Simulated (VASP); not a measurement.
# Mg (Im-3m) in VASP: further runs

Runs on Mg. Level: LDA. Tasks: single point.

All numbers are computed with VASP 6.6.1; they aren't measurements. Logs are shortened: lines on timing, memory, paths and dates and some standing lists are left out, and cuts for length are marked.

### Step 1. The cell of the first run

Symmetry: Im-3m, No. 229, cubic system. The conventional cell has a = 2.797 Å, b = 2.797 Å, c = 2.797 Å, α = 90.00°, β = 90.00°, γ = 90.00°. Within 3.2 Å of Mg (site symmetry m-3m) lie 14 Mg at 2.42 to 2.80 Å.

### Step 2. Single point, LDA

File INCAR:

```
SYSTEM = Mg
PREC = Accurate ; ENCUT = 520
EDIFF = 1E-6 ; ISMEAR = 0
SIGMA = 0.1 ; LREAL = .False.
LASPH = .True. ; NELM = 60
ALGO = Normal ; ISIF = 2
LWAVE = .False. ; LCHARG = .False.
GGA = CA ; NBANDS = 7
```

File KPOINTS:

```
regular mesh
0
Gamma
  20 20 20
  0 0 0
```

File POSCAR:

```
Mg
1.0
   -1.3983970695      1.3983970695      1.3983970695
    1.3983970695     -1.3983970695      1.3983970695
    1.3983970695      1.3983970695     -1.3983970695
Mg
1
Direct
    0.0000000000      0.0000000000      0.0000000000
```

Potentials or basis: VASP PAW LDA potentials, release 64 (Mg).

Launch:

```
> cat potpaw_LDA.64/Mg/POTCAR > POTCAR
> mpirun -np 1 vasp_std > vasp.out
```

OUTCAR:

```text
SYSTEM = Mg
   PREC = Accurate
   ENCUT = 520
   EDIFF = 1E-6
   ISMEAR = 0
   LREAL = .False.
   LASPH = .True.
   NELM = 60
   ISIF = 2
   GGA = CA

 ion  position               nearest neighbor table
   1  0.000  0.000  0.000-

  LATTYP: Found a body centered cubic cell.
 ALAT       =     2.7967941390

  Lattice vectors:

 A1 = (  -1.3983970695,   1.3983970695,   1.3983970695)
 A2 = (   1.3983970695,  -1.3983970695,   1.3983970695)
 A3 = (   1.3983970695,   1.3983970695,  -1.3983970695)

Analysis of symmetry for initial positions (statically):
=====================================================================
 Subroutine PRICEL returns:
 Original cell was already a primitive cell.

 Routine SETGRP: Setting up the symmetry group for a
 body centered cubic supercell.

 Subroutine GETGRP returns: Found 48 space group operations
 (whereof 48 operations were pure point group operations)
 out of a pool of 48 trial point group operations.

The static configuration has the point symmetry O_h .

Analysis of symmetry for dynamics (positions and initial velocities):
=====================================================================
 Subroutine PRICEL returns:
 Original cell was already a primitive cell.

 Routine SETGRP: Setting up the symmetry group for a
 body centered cubic supercell.

 Subroutine GETGRP returns: Found 48 space group operations
 (whereof 48 operations were pure point group operations)
 out of a pool of 48 trial point group operations.

The dynamic configuration has the point symmetry O_h .

 Subroutine INISYM returns: Found 48 space group operations
 (whereof 48 operations are pure point group operations),
 and found     1 'primitive' translations

----------------------------------------------------------------------------------------

                                     Primitive cell

  volume of cell :      10.9383

  direct lattice vectors                    reciprocal lattice vectors
    -1.398397070  1.398397070  1.398397070     0.000000000  0.357552237  0.357552237
     1.398397070 -1.398397070  1.398397070     0.357552237  0.000000000  0.357552237
     1.398397070  1.398397070 -1.398397070     0.357552237  0.357552237  0.000000000

  length of vectors
     2.422094774  2.422094774  2.422094774     0.505655222  0.505655222  0.505655222

  position of ions in fractional coordinates (direct lattice)
     0.000000000  0.000000000  0.000000000

  ion indices of the primitive-cell ions
[... 69 lines left out ...]
   LNONCOLLINEAR =      F non collinear calculations
   LSORBIT =      F    spin-orbit coupling
   LASPH  =      T    aspherical Exc in radial PAW
   ENCUT  =  520.0 eV  38.22 Ry    6.18 a.u.   4.50  4.50  4.50*2*pi/ulx,y,z
   NELM   =     60;   NELMIN=  2; NELMDL= -5     # of ELM steps
   EDIFF  = 0.1E-05   stopping-criterion for ELM
   LREAL  =      F    real-space projection
   EDIFFG = 0.1E-04   stopping-criterion for IOM
   NSW    =      0    number of steps for IOM
   IBRION =     -1    ionic relax: 0-MD 1-quasi-New 2-CG
   NFREE  =      0    steps in history (QN), initial steepest desc. (CG)
   ISIF   =      2    stress and relaxation
   ISYM   =      2    0-nonsym 1-usesym 2-fastsym
   POTIM  = 0.5000    time-step for ionic-motion
   TEBEG  =    0.0;   TEEND  =   0.0 temperature during run
   PSTRESS=    0.0 pullay stress
   NELECT =       2.0000    total number of electrons
   NUPDOWN=      -1.0000    fix difference up-down
   EMIN   =  10.00;   EMAX   =-10.00  energy-range for DOS
   EFERMI =   0.00;   METHOD = LEGACY
   ISMEAR =     0;   SIGMA  =   0.10  broadening in eV -4-tet -1-fermi 0-gaus
   EFERMI_NEDOS =   21; number of points for ismear=-14 and -15
   IALGO  =     38    algorithm
   IMIX   =      4    mixing-type and parameters
     AMIX     =   0.40;   BMIX     =  1.00
     AMIX_MAG =   1.60;   BMIX_MAG =  1.00
  volume/ion in A,a.u.               =      10.94        73.82
  Fermi-wavevector in a.u.,A,eV,Ry     =   0.929182  1.755900 11.746998  0.863380
  Thomas-Fermi vector in A             =   2.055438
   LORBIT       =      0    0 simple, 1 ext, 2 COOP (PROOUT), +10 PAW based schemes
   GGA     = CA    functional components
   LHFCALC =     F    Hartree Fock is set to
   AEXX    =    0.0000 exact exchange contribution
   IVDW    =     0    specifies the selected vdW correction
   LEPSILON=     F    determine dielectric tensor
   LRPA    =     F    only Hartree local field effects (RPA)
 non-spin polarized calculation
 Gauss-broadening in eV      SIGMA  =   0.10
  energy-cutoff  :      520.00
  volume of cell :       10.94
 maximum number of plane-waves:       321
   NGX =  9   NGY =  9   NGZ =  9

 number of electron       2.0000000 magnetization

 Free energy of the ion-electron system (eV)
  ---------------------------------------------------
  ext. energy  EPLUGINS =         0.00000000
  ---------------------------------------------------
  free energy    TOTEN  =         0.11418456 eV

  energy without entropy =        0.11513544  energy(sigma->0) =        0.11466000

 E-fermi :   7.8827     XC(G=0): -11.4326

 val. band max:        7.8323079367   @ k =   0.3000   0.2500   0.1500
 cond. band min:       7.9008979476   @ k =  -0.3500  -0.3500   0.0500
 fundamental gap:      0.0685900109
 Fermi energy:         7.8827208275

 k-point     1 :       0.0000    0.0000    0.0000
  band No.  band energies     occupation
      1      -2.8538      2.00000
      2      26.5582      0.00000
      3      26.5582      0.00000
      4      26.5582      0.00000
      5      29.7016      0.00000
      6      29.7016      0.00000
      7      31.8418      0.00000
[... 221 lines left out ...]
 k-point    24 :       0.2500    0.1000    0.0000
  band No.  band energies     occupation
      1       0.8003      2.00000
      2      13.9813      0.00000
      3      18.7411      0.00000
      4      24.5823      0.00000
      5      26.1287      0.00000
      6      30.0498      0.00000
      7      34.0202      0.00000

 [... further k-points ...]
[... 5 lines left out ...]
  --------------------------------------------------------------------------------------
  -------------------------------------------------------------------------------------
  Total        6.9420455      6.9420455      6.9420455     -0.0000000     -0.0000000      0.0000000
  in kB     1016.8257356   1016.8257356   1016.8257356     -0.0000000     -0.0000000      0.0000000
  external PRESSURE =    1016.8257356 kB  Pullay stress =       0.0000000 kB

 VOLUME and BASIS-vectors are now :
 -----------------------------------------------------------------------------
  energy-cutoff  :      520.00
  volume of cell :       10.94
      direct lattice vectors                 reciprocal lattice vectors
    -1.398397070  1.398397070  1.398397070     0.000000000  0.357552237  0.357552237
     1.398397070 -1.398397070  1.398397070     0.357552237  0.000000000  0.357552237
     1.398397070  1.398397070 -1.398397070     0.357552237  0.357552237  0.000000000

 POSITION                                       TOTAL-FORCE (eV/Angst)
 -----------------------------------------------------------------------------------
      0.00000      0.00000      0.00000         0.000000     -0.000000     -0.000000
 -----------------------------------------------------------------------------------
    total drift:                                0.000000      0.000000      0.000000

  FREE ENERGIE OF THE ION-ELECTRON SYSTEM (eV)
  ---------------------------------------------------
  free  energy   TOTEN  =         0.1141845586 eV

  energy  without entropy=        0.1151354397  energy(sigma->0) =        0.11466000
```

OSZICAR:

```text
N       E                     dE             d eps       ncg     rms          rms(c)
DAV:   1     0.112592810613E+01    0.11259E+01   -0.99665E+02  4165   0.211E+02
DAV:   2     0.335570159604E-01   -0.10924E+01   -0.10430E+01  5054   0.160E+01
DAV:   3     0.310288709882E-01   -0.25281E-02   -0.25264E-02  4214   0.866E-01
DAV:   4     0.310266340208E-01   -0.22370E-05   -0.22379E-05  5110   0.197E-02
DAV:   5     0.310266305358E-01   -0.34851E-08   -0.39778E-08  4368   0.539E-04    0.849E-01
DAV:   6     0.835611737721E-01    0.52535E-01   -0.11099E-03  3983   0.216E-01    0.541E-01
DAV:   7     0.113795793100E+00    0.30235E-01   -0.26415E-03  3836   0.338E-01    0.227E-02
DAV:   8     0.114146760681E+00    0.35097E-03   -0.62132E-05  4305   0.488E-02    0.776E-03
DAV:   9     0.114183103633E+00    0.36343E-04   -0.13311E-05  4074   0.230E-02    0.112E-03
DAV:  10     0.114184558619E+00    0.14550E-05   -0.28453E-07  2891   0.346E-03    0.168E-04
DAV:  11     0.114184558642E+00    0.23562E-10   -0.48852E-09  1946   0.339E-04
   1 F= 0.11418456E+00 E0= 0.11466000E+00  d E =-.950881E-03
```

stdout:

```text
POSCAR found type information on POSCAR Mg
 POSCAR found :  1 types and       1 ions
 scaLAPACK will be used
 LDA part: xc-table for (Slater(with rela. corr.)+CA(PZ))
 , standard interpolation
 POSCAR, INCAR and KPOINTS ok, starting setup
 FFT: planning ... GRIDC
 FFT: planning ... GRID_SOFT
 FFT: planning ... GRID
 WAVECAR not read
 entering main loop
```

Run time: 14 s. Hardware: 1 thread of Intel Xeon 6975P-C, shared host; peak memory 0.13 GiB.

What came out:

```yaml
Free_energy: 0.1142 eV
Pressure: 101.7 GPa
Band_gap_on_the_k_mesh: zero (band 1 reaches 11.62 eV, above the bottom of band 2 at 6.88 eV)
```

Levels at points of the mesh, in eV from the Fermi level:
```tsv
k point	band 1	band 2	band 3	band 4	band 5
(0.00, 0.00, 0.00)	-10.74	18.68	18.68	18.68	21.82
(0.50, 0.00, 0.00)	-2.50	-1.00	11.42	16.14	17.09
(0.50, 0.50, 0.50)	3.74	3.74	7.03	7.03	7.03
```

### Step 3. Single point, LDA

This run uses another cell than the first one, of 11.88 Å³/atom, 1.086 times its volume.

File INCAR:

```
  ALGO = Fast
  EDIFF = 1E-7
  ENCUT = 520
  GGA = CA
  ISIF = 2
  ISMEAR = 0
  LASPH = T
  LCHARG = F
  LREAL = F
  LWAVE = F
  NBANDS = 7
  NELM = 60
  PREC = Accurate
  SIGMA = 0.1
```

File KPOINTS:

```
k-points
0
Gamma
  20 20 20
```

File POSCAR:

```
Mg
1.0
   -1.4373059141      1.4373059141      1.4373059141
    1.4373059141     -1.4373059141      1.4373059141
    1.4373059141      1.4373059141     -1.4373059141
Mg
1
Direct
    0.0000000000      0.0000000000      0.0000000000
```

Potentials or basis: VASP PAW LDA potentials, release 64 (Mg).

Launch:

```
> cat potpaw_LDA.64/Mg/POTCAR > POTCAR
> mpirun -np 1 vasp_std > vasp.out
```

Run time: 14 s. Hardware: 1 thread of Intel Xeon 6975P-C, shared host; peak memory 0.13 GiB.

The run converged. Its results:

* Free energy: -0.4022 eV
* Pressure: 75.9 GPa
* Band gap on the k mesh: zero (band 1 reaches 10.95 eV, above the bottom of band 2 at 6.13 eV)

Levels at points of the mesh, in eV from the Fermi level:
| k point | band 1 | band 2 | band 3 | band 4 |
| --- | --- | --- | --- | --- |
| (0.00, 0.00, 0.00) | -10.28 | 17.94 | 17.94 | 17.94 |
| (0.50, 0.00, 0.00) | -2.42 | -0.98 | 11.09 | 15.35 |
| (0.50, 0.50, 0.50) | 3.84 | 3.84 | 6.53 | 6.53 |

### Step 4. Single point, LDA

This run uses another cell than the first one, of 13.22 Å³/atom, 1.209 times its volume.

File INCAR:

```
SYSTEM = Mg
ALGO     = Normal         ! electronic algorithm
EDIFF    = 1E-6           ! SCF threshold, eV
ENCUT    = 520            ! plane-wave cutoff, eV
GGA      = CA             ! functional
ISIF     = 2              ! what is computed and relaxed
ISMEAR   = 0              ! smearing method
LASPH    = .True.         ! aspherical terms in the spheres
LCHARG   = .False.        ! write CHGCAR
LREAL    = .False.        ! projectors in reciprocal space
LWAVE    = .False.        ! write WAVECAR
NBANDS   = 7              ! bands
NELM     = 80             ! most SCF steps
PREC     = Accurate       ! precision mode
SIGMA    = 0.1            ! smearing width, eV
```

File KPOINTS:

```
k-points
0
Gamma
  20 20 20
  0 0 0
```

File POSCAR:

```
Mg
1.0
   -1.4895935573      1.4895935573      1.4895935573
    1.4895935573     -1.4895935573      1.4895935573
    1.4895935573      1.4895935573     -1.4895935573
Mg
1
Direct
    0.0000000000      0.0000000000      0.0000000000
```

Potentials or basis: VASP PAW LDA potentials, release 64 (Mg).

Launch:

```
> cat potpaw_LDA.64/Mg/POTCAR > POTCAR
> mpirun -np 1 vasp_std > vasp.out
```

OUTCAR:

```text
SYSTEM = Mg
   EDIFF = 1E-6
   ENCUT = 520
   GGA = CA
   ISIF = 2
   ISMEAR = 0
   LASPH = .True.
   LREAL = .False.
   NELM = 80
   PREC = Accurate

 ion  position               nearest neighbor table
   1  0.000  0.000  0.000-

  LATTYP: Found a body centered cubic cell.
 ALAT       =     2.9791871146

  Lattice vectors:

 A1 = (  -1.4895935573,   1.4895935573,   1.4895935573)
 A2 = (   1.4895935573,  -1.4895935573,   1.4895935573)
 A3 = (   1.4895935573,   1.4895935573,  -1.4895935573)
[... 410 lines left out ...]
 k-point    24 :       0.2500    0.1000    0.0000
  band No.  band energies     occupation
      1      -0.2741      2.00000
      2      11.7668      0.00000
      3      16.1127      0.00000
      4      20.6047      0.00000
      5      22.6318      0.00000
      6      25.9107      0.00000
      7      29.0434      0.00000

 [... further k-points ...]
[... 5 lines left out ...]
  --------------------------------------------------------------------------------------
  -------------------------------------------------------------------------------------
  Total        4.1514020      4.1514020      4.1514020     -0.0000000      0.0000000     -0.0000000
  in kB      503.0857619    503.0857619    503.0857619     -0.0000000      0.0000000     -0.0000000
  external PRESSURE =     503.0857619 kB  Pullay stress =       0.0000000 kB

 VOLUME and BASIS-vectors are now :
 -----------------------------------------------------------------------------
  energy-cutoff  :      520.00
  volume of cell :       13.22
      direct lattice vectors                 reciprocal lattice vectors
    -1.489593557  1.489593557  1.489593557     0.000000000  0.335662032  0.335662032
     1.489593557 -1.489593557  1.489593557     0.335662032  0.000000000  0.335662032
     1.489593557  1.489593557 -1.489593557     0.335662032  0.335662032  0.000000000

 POSITION                                       TOTAL-FORCE (eV/Angst)
 -----------------------------------------------------------------------------------
      0.00000      0.00000      0.00000        -0.000000      0.000000     -0.000000
 -----------------------------------------------------------------------------------
    total drift:                                0.000000     -0.000000     -0.000000

  FREE ENERGIE OF THE ION-ELECTRON SYSTEM (eV)
  ---------------------------------------------------
  free  energy   TOTEN  =        -0.9242865757 eV

  energy  without entropy=       -0.9234806328  energy(sigma->0) =       -0.92388360
```

Run time: 12 s. Hardware: 1 thread of Intel Xeon 6975P-C, shared host; peak memory 0.13 GiB.

Results:

| Property | Result |
| --- | --- |
| Free energy | -0.9243 eV |
| Pressure | 50.3 GPa |
| Band gap on the k mesh | zero (band 1 reaches 10.11 eV, above the bottom of band 2 at 5.22 eV) |

### Step 5. Single point, LDA

This run uses another cell than the first one, of 13.22 Å³/atom, 1.209 times its volume.

File INCAR:

```
ALGO     = Fast           # electronic algorithm
EDIFF    = 1E-6           # SCF threshold, eV
ENCUT    = 520            # plane-wave cutoff, eV
ISIF     = 2              # what is computed and relaxed
ISMEAR   = 0              # smearing method
LASPH    = T              # aspherical terms in the spheres
LCHARG   = F              # write CHGCAR
LREAL    = F              # projectors in reciprocal space
LWAVE    = F              # write WAVECAR
NBANDS   = 7              # bands
NELM     = 60             # most SCF steps
PREC     = Accurate       # precision mode
SIGMA    = 0.1            # smearing width, eV
```

File KPOINTS:

```
k-points
0
Gamma
  20 20 20
```

POSCAR is that of step 4.

Launch:

```
> cat potpaw_LDA.64/Mg/POTCAR > POTCAR
> mpirun -np 1 vasp_std > vasp.out
```

Run time: 16 s. Hardware: 1 thread of Intel Xeon 6975P-C, shared host; peak memory 0.14 GiB.

The run converged. Its results:

```yaml
Free_energy: -0.9243 eV
Pressure: 50.3 GPa
Band_gap_on_the_k_mesh: zero (band 1 reaches 10.11 eV, above the bottom of band 2 at 5.22 eV)
```

Levels at points of the mesh, in eV from the Fermi level:
| k point | band 1 | band 2 | band 3 | band 4 | band 5 | band 6 |
| --- | --- | --- | --- | --- | --- | --- |
| (0.00, 0.00, 0.00) | -9.70 | 17.00 | 17.00 | 17.00 | 19.83 | 19.83 |
| (0.50, 0.00, 0.00) | -2.31 | -0.98 | 10.65 | 14.37 | 14.54 | 16.96 |
| (0.50, 0.50, 0.50) | 3.92 | 3.92 | 5.92 | 5.92 | 5.92 | 14.91 |

### Step 6. Summary

```tsv
cell	gap on the mesh (eV)	pressure (GPa)
a = 2.422 Å, angles 109.5°, 1 atom	none	101.7
a = 2.489 Å, angles 109.5°, 1 atom	none	75.9
a = 2.580 Å, angles 109.5°, 1 atom	none	50.3
```

Alike in all rows: task single point; level LDA; potentials or basis VASP PAW LDA potentials, release 64 (Mg); no spin polarisation; k mesh 20 × 20 × 20; cutoff (eV) 520; smearing gaussian 0.1 eV.

Total energies depend on the potentials used, so only differences within one code and one set of settings carry meaning.
